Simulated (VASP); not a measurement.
# ZnS (qlda) (F-43m) in VASP: vibrations by perturbation theory with LDA

Aim: the vibrations by perturbation theory of ZnS (qlda) with LDA.

All numbers are computed with VASP 6.6.1; they aren't measurements. Logs are shortened: lines on timing, memory, paths and dates and some standing lists are left out, and cuts for length are marked.

## (1) The cell of the first run

It takes space group F-43m (No. 216, cubic). Conventional cell: a = 5.297 Å, b = 5.297 Å, c = 5.297 Å, α = 90.00°, β = 90.00°, γ = 90.00°. Zn (site symmetry -43m) has 4 S at 2.29 Å within 3.0 Å. S (site symmetry -43m) has 4 Zn at 2.29 Å within 3.0 Å.

## (2) Vibrations by perturbation theory, LDA

Input file INCAR:

```
SYSTEM = ZnS
ALGO     = Normal         ! electronic algorithm
EDIFF    = 1E-8           ! SCF threshold, eV
ENCUT    = 520            ! plane-wave cutoff, eV
IBRION   = 8              ! ionic algorithm
ISIF     = 2              ! what is computed and relaxed
ISMEAR   = 0              ! smearing method
LASPH    = .True.         ! aspherical terms in the spheres
LCHARG   = .True.         ! write CHGCAR
LREAL    = .False.        ! projectors in reciprocal space
LWAVE    = .False.        ! write WAVECAR
NBANDS   = 16             ! bands
NELM     = 100            ! most SCF steps
NSW      = 1              ! ionic steps
PREC     = Accurate       ! precision mode
SIGMA    = 0.01           ! smearing width, eV
```

Input file KPOINTS:

```
k-points
0
Gamma
  8 8 8
  0 0 0
```

Input file POSCAR:

```
ZnS
1.0
    0.0000000000      2.6484058331      2.6484058331
    2.6484058331      0.0000000000      2.6484058331
    2.6484058331      2.6484058331      0.0000000000
Zn S
1 1
Direct
    0.0000000000      0.0000000000      0.0000000000
    0.7500000000      0.7500000000      0.7500000000
```

Potentials or basis: VASP PAW LDA potentials, release 64 (Zn, S).

The run is started by

```sh
cat potpaw_LDA.64/Zn/POTCAR potpaw_LDA.64/S/POTCAR > POTCAR
mpirun -np 1 vasp_std > vasp.out
```

OUTCAR:

```text
SYSTEM = ZnS
   EDIFF = 1E-8
   ENCUT = 520
   IBRION = 8
   ISIF = 2
   ISMEAR = 0
   LASPH = .True.
   LREAL = .False.
   NELM = 100
   NSW = 1
   PREC = Accurate

 ion  position               nearest neighbor table
   1  0.000  0.000  0.000-   2 2.29   2 2.29   2 2.29   2 2.29
   2  0.750  0.750  0.750-   1 2.29   1 2.29   1 2.29   1 2.29

  LATTYP: Found a face centered cubic cell.
 ALAT       =     5.2968116662

  Lattice vectors:

 A1 = (   0.0000000000,   2.6484058331,   2.6484058331)
 A2 = (   2.6484058331,   0.0000000000,   2.6484058331)
 A3 = (   2.6484058331,   2.6484058331,   0.0000000000)

Analysis of symmetry for initial positions (statically):
=====================================================================
 Subroutine PRICEL returns:
 Original cell was already a primitive cell.

 Routine SETGRP: Setting up the symmetry group for a
 face centered cubic supercell.

 Subroutine GETGRP returns: Found 24 space group operations
 (whereof 24 operations were pure point group operations)
 out of a pool of 48 trial point group operations.

The static configuration has the point symmetry T_d .

Analysis of symmetry for dynamics (positions and initial velocities):
=====================================================================
 Subroutine PRICEL returns:
 Original cell was already a primitive cell.

 Routine SETGRP: Setting up the symmetry group for a
 face centered cubic supercell.

 Subroutine GETGRP returns: Found 24 space group operations
 (whereof 24 operations were pure point group operations)
 out of a pool of 48 trial point group operations.

The dynamic configuration has the point symmetry T_d .

 Subroutine INISYM returns: Found 24 space group operations
 (whereof 24 operations are pure point group operations),
 and found     1 'primitive' translations

----------------------------------------------------------------------------------------

                                     Primitive cell

  volume of cell :      37.1521

  direct lattice vectors                    reciprocal lattice vectors
     0.000000000  2.648405833  2.648405833    -0.188792818  0.188792818  0.188792818
     2.648405833  0.000000000  2.648405833     0.188792818 -0.188792818  0.188792818
     2.648405833  2.648405833  0.000000000     0.188792818  0.188792818 -0.188792818

  length of vectors
     3.745411448  3.745411448  3.745411448     0.326998753  0.326998753  0.326998753

  position of ions in fractional coordinates (direct lattice)
     0.000000000  0.000000000  0.000000000
     0.750000000  0.750000000  0.750000000

  ion indices of the primitive-cell ions
   primitive index   ion index
                 1           1
                 2           2

----------------------------------------------------------------------------------------

 KPOINTS: k-points

Automatic generation of k-mesh.
 Grid dimensions read from file:
 generate k-points for:    8    8    8

 Generating k-lattice:

  Cartesian coordinates                     Fractional coordinates (reciprocal lattice)
    -0.023599102  0.023599102  0.023599102     0.125000000  0.000000000  0.000000000
     0.023599102 -0.023599102  0.023599102     0.000000000  0.125000000  0.000000000
     0.023599102  0.023599102 -0.023599102     0.000000000  0.000000000  0.125000000

  Length of vectors
     0.040874844  0.040874844  0.040874844

[... 75 lines left out ...]
  Fermi-wavevector in a.u.,A,eV,Ry     =   1.285793  2.429797 22.494025  1.653264
  Thomas-Fermi vector in A             =   2.417906
   LORBIT       =      0    0 simple, 1 ext, 2 COOP (PROOUT), +10 PAW based schemes
   GGA     = CA    functional components
   LHFCALC =     F    Hartree Fock is set to
   AEXX    =    0.0000 exact exchange contribution
   IVDW    =     0    specifies the selected vdW correction
   LEPSILON=     F    determine dielectric tensor
   LRPA    =     F    only Hartree local field effects (RPA)
 non-spin polarized calculation
 Gauss-broadening in eV      SIGMA  =   0.01
  energy-cutoff  :      520.00
  volume of cell :       37.15
 maximum number of plane-waves:      1012
   NGX = 13   NGY = 13   NGZ = 13

--------------------------------------- Ionic step        1  -------------------------------------------

 number of electron      18.0000014 magnetization

 Free energy of the ion-electron system (eV)
  ---------------------------------------------------
  ext. energy  EPLUGINS =         0.00000000
  ---------------------------------------------------
  free energy    TOTEN  =        -8.20752073 eV

  energy without entropy =       -8.20752073  energy(sigma->0) =       -8.20752073

 E-fermi :   2.5565     XC(G=0): -10.3163

 val. band max:        2.5135725189   @ k =   0.0000   0.0000   0.0000
 cond. band min:       4.6736373262   @ k =   0.0000   0.0000   0.0000
 fundamental gap:      2.1600648073
 Fermi energy:         2.5564697912

 k-point     1 :       0.0000    0.0000    0.0000
  band No.  band energies     occupation
      1     -11.0339      2.00000
      2      -4.2432      2.00000
      3      -4.2432      2.00000
      4      -4.2432      2.00000
      5      -3.6901      2.00000
      6      -3.6901      2.00000
[... 433 lines left out ...]
      3      -4.0414      2.00000
      4      -3.7638      2.00000
      5      -3.6767      2.00000
      6      -3.3780      2.00000
[... 8 lines left out ...]
     15      16.0521      0.00000
     16      16.9748      0.00000

 [... further k-points ...]

------------------------ aborting loop because EDIFF is reached ----------------------------------------

  FORCE on cell =-STRESS in cart. coord.  units (eV):
  Direction    XX          YY          ZZ          XY          YZ          ZX
  --------------------------------------------------------------------------------------
  -------------------------------------------------------------------------------------
  Total        0.0598789      0.0598789      0.0598789      0.0000000      0.0000000     -0.0000000
  in kB        2.5822630      2.5822630      2.5822630      0.0000000      0.0000000     -0.0000000
  external PRESSURE =       2.5822630 kB  Pullay stress =       0.0000000 kB

 VOLUME and BASIS-vectors are now :
 -----------------------------------------------------------------------------
  energy-cutoff  :      520.00
  volume of cell :       37.15
      direct lattice vectors                 reciprocal lattice vectors
     0.000000000  2.648405833  2.648405833    -0.188792818  0.188792818  0.188792818
     2.648405833  0.000000000  2.648405833     0.188792818 -0.188792818  0.188792818
     2.648405833  2.648405833  0.000000000     0.188792818  0.188792818 -0.188792818

 POSITION                                       TOTAL-FORCE (eV/Angst)
 -----------------------------------------------------------------------------------
      0.00000      0.00000      0.00000         0.000000      0.000000      0.000000
      3.97261      3.97261      3.97261        -0.000000     -0.000000     -0.000000
 -----------------------------------------------------------------------------------
    total drift:                               -0.000001     -0.000001     -0.000001

  FREE ENERGIE OF THE ION-ELECTRON SYSTEM (eV)
  ---------------------------------------------------
  free  energy   TOTEN  =        -8.2075207299 eV

  energy  without entropy=       -8.2075207299  energy(sigma->0) =       -8.20752073

[... ionic steps 2 to 3 ...]

--------------------------------------- Ionic step        4  -------------------------------------------

------------------------ aborting loop because EDIFF is reached ----------------------------------------

[... ionic steps 5 to 6 ...]

--------------------------------------- Ionic step        7  -------------------------------------------

 Free energy of the ion-electron system (eV)
  ---------------------------------------------------
  ---------------------------------------------------
  free energy    TOTEN  =        -0.10378436 eV

  energy without entropy =       -0.10378436

------------------------ aborting loop because EDIFF is reached ----------------------------------------

 INTERNAL STRAIN TENSOR  FOR ION    2  DIRECTION 1   (eV/Angst):
 -----------------------------------------------------------------------------
    -0.01786  0.00000  0.00000
     0.00000  0.01661  6.63260
     0.00000  6.63260  0.01661

 INTERNAL STRAIN TENSOR FOR ION    2 for displacements in x,y,z  (eV/Angst):
          X           Y           Z          XY          YZ          ZX
  --------------------------------------------------------------------------------
  x    -0.00000     0.00000     0.00000     0.00000     6.63260     0.00000
  y    -0.00000    -0.00000    -0.00000     0.00000     0.00000     6.63260
  z     0.00000     0.00000    -0.00000     6.63260     0.00000     0.00000

 SECOND DERIVATIVES (NOT SYMMETRIZED)
 ------------------------------------
               1X          1Y          1Z          2X          2Y          2Z
  1X    -6.843420    0.000000    0.000000    6.843420    0.000000    0.000000
  1Y     0.000000   -6.843420    0.000000    0.000000    6.843420    0.000000
  1Z     0.000000    0.000000   -6.843420    0.000000    0.000000    6.843420
  2X     6.762173    0.000000    0.000000   -6.762173    0.000000    0.000000
  2Y     0.000000    6.762173    0.000000    0.000000   -6.762173    0.000000
  2Z     0.000000    0.000000    6.762173    0.000000    0.000000   -6.762173

 Eigenvectors and eigenvalues of the dynamical matrix
 ----------------------------------------------------

   1 f  =    8.781699 THz    55.177044 2PiTHz  292.925957 cm-1    36.318174 meV
             X         Y         Z           dx          dy          dz
      0.000000  0.000000  0.000000     0.000000    0.575913    0.000000
      3.972609  3.972609  3.972609     0.000000   -0.817511    0.000000
[... 21 lines left out ...]
   6 f/i=    0.024690 THz     0.155131 2PiTHz    0.823567 cm-1     0.102109 meV
             X         Y         Z           dx          dy          dz
      0.000000  0.000000  0.000000     0.000000    0.000000    0.817511
      3.972609  3.972609  3.972609     0.000000    0.000000    0.575913

--------------------------------------------------------------------------------------------------------

 ELASTIC MODULI CONTR FROM IONIC RELAXATION (kBar)
 Direction    XX          YY          ZZ          XY          YZ          ZX
 --------------------------------------------------------------------------------
 XX          -0.0000      0.0000      0.0000     -0.0000      0.0000      0.0000
 YY           0.0000     -0.0000     -0.0000     -0.0000     -0.0000      0.0000
 ZZ           0.0000     -0.0000     -0.0000      0.0000     -0.0000      0.0000
 XY          -0.0000     -0.0000      0.0000   -278.4052      0.0000      0.0000
 YZ           0.0000     -0.0000     -0.0000      0.0000   -278.4052      0.0000
 ZX           0.0000      0.0000      0.0000      0.0000      0.0000   -278.4052
 --------------------------------------------------------------------------------
```

Run time: 59 s. Hardware: 1 thread of Intel Xeon 6975P-C (Granite Rapids), shared host; peak memory 0.25 GiB.

Results:

```
Highest phonon frequency at Γ, LO-TO splitting left out : 293 cm⁻¹
```

Phonon frequencies in cm⁻¹ (negative: imaginary):
```
              q point           frequencies
(0.000, 0.000, 0.000)  -1 -1 -1 293 293 293
```
